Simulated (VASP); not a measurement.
KTe2C4: single point with PBE

KTe2C4:

```
K Te C
1.0
     4.80876    0.00000    0.00000
    -2.40438    4.16451    0.00000
     0.00000    0.00000    9.04842
K Te C
1 2 4
Direct
  0.00000 0.00000 0.00000
  0.00000 0.00000 0.66131
  0.00000 0.00000 0.33869
  0.33333 0.66667 0.00000
  0.66667 0.33333 0.00000
  0.33333 0.66667 0.50000
  0.66667 0.33333 0.50000
```

The cell was generated, and may not be a known phase.

- Program: VASP 6.6.1
- Task: single point
- Functional: PBE
- Potentials or basis: VASP PAW PBE potentials, release 64 (K_sv, Te, C)
- Cutoff: 520 eV
- k mesh: 6 × 6 × 2
- Occupations: gaussian, width 0.1 eV
- Spin: no spin polarisation
- Dipole correction: no
- Further INCAR settings: ALGO = Normal; EDIFF = 1e-06; NBANDS = 28

```
Pressure               : -7.8 GPa
Largest force          : 2.428 eV/Å
Band gap on the k mesh : zero (an odd number of electrons rules out a gap without spin polarisation)
```

Forces in eV/Å, atoms in the order of the input:
```
K    0.000  0.000  0.000
Te   0.000  0.000 -2.428
Te   0.000  0.000  2.428
C    0.000  0.000  0.000
C    0.000  0.000  0.000
C    0.000  0.000  0.000
C    0.000  0.000  0.000
```

Stress tensor (GPa, compression positive):
```
-11.21   0.00   0.00
  0.00 -11.21   0.00
  0.00   0.00  -1.01
```

Levels at points of the mesh, in eV from the Fermi level:
| k point | band 15 | band 16 | band 17 | band 18 | band 19 | band 20 | band 21 | band 22 |
| --- | --- | --- | --- | --- | --- | --- | --- | --- |
| (0.00, 0.00, 0.00) | -1.58 | -1.30 | -1.30 | -0.96 | -0.75 | -0.22 | -0.22 | 0.66 |
| (0.50, 0.00, 0.00) | -0.99 | -0.55 | -0.47 | -0.21 | -0.13 | 0.30 | 0.39 | 1.10 |
| (0.00, 0.00, 0.50) | -1.57 | -1.31 | -1.31 | -1.00 | -0.37 | -0.19 | -0.19 | 0.70 |
| (0.50, 0.00, 0.50) | -1.11 | -0.64 | -0.33 | -0.10 | 0.00 | 0.25 | 0.56 | 0.96 |

Run time: 39 s on 1 thread of Intel(R) Xeon(R) 6975P-C (Granite Rapids), with other jobs on the host, peak memory 0.31 GiB.

Caveat: the stress differs along the axes, from -11 to -1 GPa; spin-orbit coupling is left out, which moves the levels of the heavy elements; forces of over 1 eV/Å act on the atoms, so gaps and moduli don't describe the material at rest.
